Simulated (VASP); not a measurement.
# CuO in VASP: notebook, part 2 of 2

VASP 6.6.1. Earlier steps stand in the parts before.

**3. Relaxation of shape and atoms at fixed volume, PBE (11.87 Å³/atom)**

This run uses another cell than the first one, of 11.87 Å³/atom.

Input file INCAR:

```
PREC = Accurate
ENCUT = 600
EDIFF = 1E-6
ISMEAR = 0
SIGMA = 0.1
LREAL = False
LASPH = True
NELM = 100
ALGO = Fast
ISIF = 4
LWAVE = False
LCHARG = False
GGA = PE
IBRION = 2
NSW = 50
EDIFFG = -0.01
```

Input file KPOINTS:

```
Automatic mesh
0
Gamma
  14 14 8
```

Input file POSCAR:

```
CuO
1.0
    2.1283674447     -2.1319157024      0.1667589656
    2.1283674447      2.1319157024      0.1667589656
   -0.4083184063      0.0000000000      5.1997272258
Cu O
2 2
Direct
    0.0000000000      0.5000000000      0.0000000000
    0.5000000000      0.0000000000      0.5000000000
    0.5000490404      0.4999509596      0.2500000000
    0.4999509596      0.5000490404      0.7500000000
```

Potentials or basis: VASP PAW PBE potentials, release 64 (Cu, O).

Run with:

```console
$ cat potpaw_PBE.64/Cu/POTCAR potpaw_PBE.64/O/POTCAR > POTCAR
$ mpirun -np 1 vasp_std > vasp.out
```

OUTCAR:

```text
PREC = Accurate
   ENCUT = 600
   EDIFF = 1E-6
   ISMEAR = 0
   LREAL = False
   LASPH = True
   NELM = 100
   ISIF = 4
   GGA = PE
   IBRION = 2
   NSW = 50
   EDIFFG = -0.01

 ion  position               nearest neighbor table
   1  0.000  0.500  0.000-   3 1.99   4 1.99   4 1.99   3 1.99
   2  0.500  0.000  0.500-   4 1.99   3 1.99   4 1.99   3 1.99
   3  0.500  0.500  0.250-   2 1.99   1 1.99   2 1.99   1 1.99
   4  0.500  0.500  0.750-   1 1.99   2 1.99   2 1.99   1 1.99

  LATTYP: Found a base centered monoclinic cell.
 ALAT       =     4.2697805715
 B/A-ratio  =     0.9986066809
 C/A-ratio  =     1.2215462800
 COS(beta)  =    -0.0001751653

  Lattice vectors:

 A1 = (   2.1283674447,  -2.1319157024,   0.1667589656)
 A2 = (   2.1283674447,   2.1319157024,   0.1667589656)
 A3 = (  -0.4083184063,   0.0000000000,   5.1997272258)

Analysis of symmetry for initial positions (statically):
=====================================================================
 Subroutine PRICEL returns:
 Original cell was already a primitive cell.

 Routine SETGRP: Setting up the symmetry group for a
 base centered monoclinic supercell.

 Subroutine GETGRP returns: Found  4 space group operations
 (whereof  2 operations were pure point group operations)
 out of a pool of  4 trial point group operations.

The static configuration has the point symmetry S_2 .
 The point group associated with its full space group is C_2h.

Analysis of symmetry for dynamics (positions and initial velocities):
=====================================================================
 Subroutine PRICEL returns:
 Original cell was already a primitive cell.

 Routine SETGRP: Setting up the symmetry group for a
 base centered monoclinic supercell.

 Subroutine GETGRP returns: Found  4 space group operations
 (whereof  2 operations were pure point group operations)
 out of a pool of  4 trial point group operations.

The dynamic configuration has the point symmetry S_2 .
 The point group associated with its full space group is C_2h.

 Subroutine INISYM returns: Found  4 space group operations
 (whereof  2 operations are pure point group operations),
 and found     1 'primitive' translations

----------------------------------------------------------------------------------------

                                     Primitive cell

  volume of cell :      47.4779

  direct lattice vectors                    reciprocal lattice vectors
     2.128367445 -2.131915702  0.166758966     0.233485293 -0.234530849  0.018334874
     2.128367445  2.131915702  0.166758966     0.233485293  0.234530849  0.018334874
    -0.408318406  0.000000000  5.199727226    -0.014976080  0.000000000  0.191141756

  length of vectors
     3.017088181  3.017088181  5.215734574     0.331445725  0.331445725  0.191727551

  position of ions in fractional coordinates (direct lattice)
     0.000000000  0.500000000  0.000000000
     0.500000000  0.000000000  0.500000000
     0.500049040  0.499950960  0.250000000
     0.499950960  0.500049040  0.750000000

[... 39 lines left out ...]
  0.285714  0.000000  0.000000      4.000000
  0.357143  0.000000  0.000000      4.000000
[... 16 lines left out ...]
  0.214286  0.142857  0.000000      4.000000
  0.285714  0.142857  0.000000      4.000000
 [... further k-points ...]
   k-points           NKPTS =    429   k-points in BZ     NKDIM =    429   number of bands    NBANDS=     21
   number of dos      NEDOS =    301   number of ions     NIONS =      4
   total plane-waves  NPLWV =  24192
   dimension x,y,z NGX =    24 NGY =   24 NGZ =   42
   dimension x,y,z NGXF=    48 NGYF=   48 NGZF=   84
   ions per type =               2   2
   NGX,Y,Z   is equivalent  to a cutoff of  13.22, 13.22, 13.39 a.u.
   NGXF,Y,Z  is equivalent  to a cutoff of  26.45, 26.45, 26.77 a.u.
 SYSTEM =  unknown system
   PREC   = accura    normal or accurate (medium, high low for compatibility)
   ISTART =      0    job   : 0-new  1-cont  2-samecut
   ICHARG =      2    charge: 1-file 2-atom 10-const
   ISPIN  =      1    spin polarized calculation?
   LNONCOLLINEAR =      F non collinear calculations
   LSORBIT =      F    spin-orbit coupling
   LASPH  =      T    aspherical Exc in radial PAW
   ENCUT  =  600.0 eV  44.10 Ry    6.64 a.u.   6.03  6.03 10.42*2*pi/ulx,y,z
   NELM   =    100;   NELMIN=  2; NELMDL= -5     # of ELM steps
   EDIFF  = 0.1E-05   stopping-criterion for ELM
   LREAL  =      F    real-space projection
   EDIFFG = -.1E-01   stopping-criterion for IOM
   NSW    =     50    number of steps for IOM
   IBRION =      2    ionic relax: 0-MD 1-quasi-New 2-CG
   NFREE  =      1    steps in history (QN), initial steepest desc. (CG)
   ISIF   =      4    stress and relaxation
   ISYM   =      2    0-nonsym 1-usesym 2-fastsym
   POTIM  = 0.5000    time-step for ionic-motion
   TEBEG  =    0.0;   TEEND  =   0.0 temperature during run
   PSTRESS=    0.0 pullay stress
   NELECT =      34.0000    total number of electrons
   NUPDOWN=      -1.0000    fix difference up-down
   EMIN   =  10.00;   EMAX   =-10.00  energy-range for DOS
   EFERMI =   0.00;   METHOD = LEGACY
   ISMEAR =     0;   SIGMA  =   0.10  broadening in eV -4-tet -1-fermi 0-gaus
   EFERMI_NEDOS =   21; number of points for ismear=-14 and -15
   IALGO  =     68    algorithm
   IMIX   =      4    mixing-type and parameters
     AMIX     =   0.40;   BMIX     =  1.00
     AMIX_MAG =   1.60;   BMIX_MAG =  1.00
  volume/ion in A,a.u.               =      11.87        80.10
  Fermi-wavevector in a.u.,A,eV,Ry     =   1.464662  2.767810 29.187696  2.145235
  Thomas-Fermi vector in A             =   2.580611
   LORBIT       =      0    0 simple, 1 ext, 2 COOP (PROOUT), +10 PAW based schemes
   GGA     = PE    functional components
   LHFCALC =     F    Hartree Fock is set to
   AEXX    =    0.0000 exact exchange contribution
   IVDW    =     0    specifies the selected vdW correction
   LEPSILON=     F    determine dielectric tensor
   LRPA    =     F    only Hartree local field effects (RPA)
 conjugate gradient relaxation of ions
 non-spin polarized calculation
 RMM-DIIS sequential band-by-band and
 Gauss-broadening in eV      SIGMA  =   0.10
  energy-cutoff  :      600.00
  volume of cell :       47.48
 maximum number of plane-waves:      1622
   NGX = 13   NGY = 13   NGZ = 21

--------------------------------------- Ionic step        1  -------------------------------------------

 number of electron      34.0000031 magnetization

 Free energy of the ion-electron system (eV)
  ---------------------------------------------------
  ext. energy  EPLUGINS =         0.00000000
  ---------------------------------------------------
  free energy    TOTEN  =       -19.68935734 eV

  energy without entropy =      -19.67655484  energy(sigma->0) =      -19.68295609

------------------------ aborting loop because EDIFF is reached ----------------------------------------

  FORCE on cell =-STRESS in cart. coord.  units (eV):
  Direction    XX          YY          ZZ          XY          YZ          ZX
  --------------------------------------------------------------------------------------
  -------------------------------------------------------------------------------------
  Total       -1.8897350     -1.8779449     -2.2237670      0.0000000      0.0000000      0.0270003
  in kB      -63.7705899    -63.3727240    -75.0427602      0.0000000      0.0000000      0.9111457
  external PRESSURE =     -67.3953580 kB  Pullay stress =       0.0000000 kB
[... 63 lines left out ...]
--------------------------------------- Ionic step        3  -------------------------------------------

 number of electron      34.0000024 magnetization

 Free energy of the ion-electron system (eV)
  ---------------------------------------------------
  ext. energy  EPLUGINS =         0.00000000
  ---------------------------------------------------
  free energy    TOTEN  =       -19.69027951 eV

  energy without entropy =      -19.67767002  energy(sigma->0) =      -19.68397477

 E-fermi :   4.0798     XC(G=0): -10.9323

 val. band max:        4.0785003211   @ k =  -0.1429   0.0000   0.2500
 cond. band min:       4.0816524065   @ k =  -0.0714   0.1429   0.2500
 fundamental gap:      0.0031520855
 Fermi energy:         4.0797834551

 k-point     1 :       0.0000    0.0000    0.0000
  band No.  band energies     occupation
      1     -15.1861      2.00000
      2     -13.9797      2.00000
      3      -3.3958      2.00000
      4      -0.9572      2.00000
      5      -0.9549      2.00000
      6       0.6878      2.00000
[... 565 lines left out ...]
     20       9.5815      0.00000
     21      12.6950      0.00000

 [... further k-points ...]

------------------------ aborting loop because EDIFF is reached ----------------------------------------

  FORCE on cell =-STRESS in cart. coord.  units (eV):
  Direction    XX          YY          ZZ          XY          YZ          ZX
  --------------------------------------------------------------------------------------
  -------------------------------------------------------------------------------------
  Total       -1.9939617     -1.9854545     -2.0044155      0.0000000      0.0000000      0.0012420
  in kB      -67.2878024    -67.0007177    -67.6405709      0.0000000      0.0000000      0.0419136
  external PRESSURE =     -67.3096970 kB  Pullay stress =       0.0000000 kB
[... 19 lines left out ...]
  FREE ENERGIE OF THE ION-ELECTRON SYSTEM (eV)
  ---------------------------------------------------
  free  energy   TOTEN  =       -19.6902795068 eV

  energy  without entropy=      -19.6776700233  energy(sigma->0) =      -19.68397477

 reached required accuracy - stopping structural energy minimisation
```

CONTCAR:

```text
CuO
   1.00000000000000
     2.1335679248874992   -2.1375837606746027    0.1671978191303595
     2.1335679248874992    2.1375837606746027    0.1671978191303595
    -0.4061736143718285    0.0000000000000000    5.1732984905737442
  Cu              O
     2     2
Direct
     0.0000000000000000    0.5000000000000000    0.0000000000000000
     0.5000000000000000    0.0000000000000000    0.5000000000000000
     0.5000440658538887    0.4999559341461113    0.2500000000000000
     0.4999559341461113    0.5000440658538887    0.7500000000000000

  0.00000000E+00  0.00000000E+00  0.00000000E+00
  0.00000000E+00  0.00000000E+00  0.00000000E+00
  0.00000000E+00  0.00000000E+00  0.00000000E+00
  0.00000000E+00  0.00000000E+00  0.00000000E+00
```

It took 21 min on 1 thread of Oxide Virtual Turin-like, shared host; peak memory 0.51 GiB.

What came out:

| Item | Value |
| --- | --- |
| Free energy | -19.6903 eV |
| Energy gained by relaxing | 0.2 meV/atom |
| Ionic steps | 3 |
| Pressure after relaxing | -6.7 GPa |
| Band gap on the k mesh | zero (bands 17 and 18 overlap by 1.19 eV) |

Step by step:
```tsv
step	energy change (eV)	largest force (eV/Å)	pressure (GPa)	volume (Å³)
1	0.0000	0.0002	-6.74	47.48
2	-0.0007	0.0002	-6.76	47.48
3	-0.0009	0.0002	-6.73	47.48
```

Final structure:
```
CELL_PARAMETERS angstrom
2.13357 -2.13758 0.16720
2.13357 2.13758 0.16720
-0.40617 0.00000 5.17330
ATOMIC_POSITIONS crystal
Cu 0.00000 0.50000 0.00000
Cu 0.50000 0.00000 0.50000
O 0.50004 0.49996 0.25000
O 0.49996 0.50004 0.75000
```

Caveat: semilocal functionals often make such compounds metallic where correlation or magnetic order opens a gap, which also shifts bond lengths.
